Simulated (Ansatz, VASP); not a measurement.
## Te2As3 in VASP and in Ansatz

```
Te As
1.0
     4.12892    0.00000    0.00000
     0.00000    4.12892    0.00000
     0.00000    0.00000    8.39148
Te As
2 3
Direct
  0.00000 0.00000 0.62724
  0.50000 0.50000 0.52648
  0.50000 0.00000 0.97446
  0.00000 0.50000 0.97446
  0.00000 0.00000 0.16736
```

Change from the starting cell: species swapped into the Cu3Te2 type (P4mm, No. 99).

Alike in both runs: task relaxation of cell and atoms; functional PBE; k mesh 10 × 10 × 6; occupations gaussian, width 0.1 eV; no spin polarisation.

|  | VASP | Ansatz |
| --- | --- | --- |
| version | VASP 6.6.1 | Ansatz 0.2.0 |
| potentials or method | VASP PAW PBE potentials, release 64 (Te, As), cutoff 600 eV | scalar-relativistic, plane waves, PAW |
| valence electrons in the cell | 27 | 77 |

Ansatz gave:

```
gap on the k mesh at the Fermi level, each at its own relaxed structure (eV)  : none
relaxed volume (Å³/atom)                                                      : 28.61
relaxed length of the cell vector where the two differ most in proportion (Å) : 8.391
```

Q: Estimate VASP's values.

A: gap on the k mesh at the Fermi level, each at its own relaxed structure (eV): none; relaxed volume (Å³/atom): 28.64; relaxed length of the cell vector where the two differ most in proportion (Å): 8.397.

A gap of «none» marks a metal or a gap that the smearing closes. VASP's potentials hold 27 valence electrons a cell and Ansatz's 77, so a difference there can come from the potentials and not from the codes.

Neither program's run includes spin-orbit coupling.
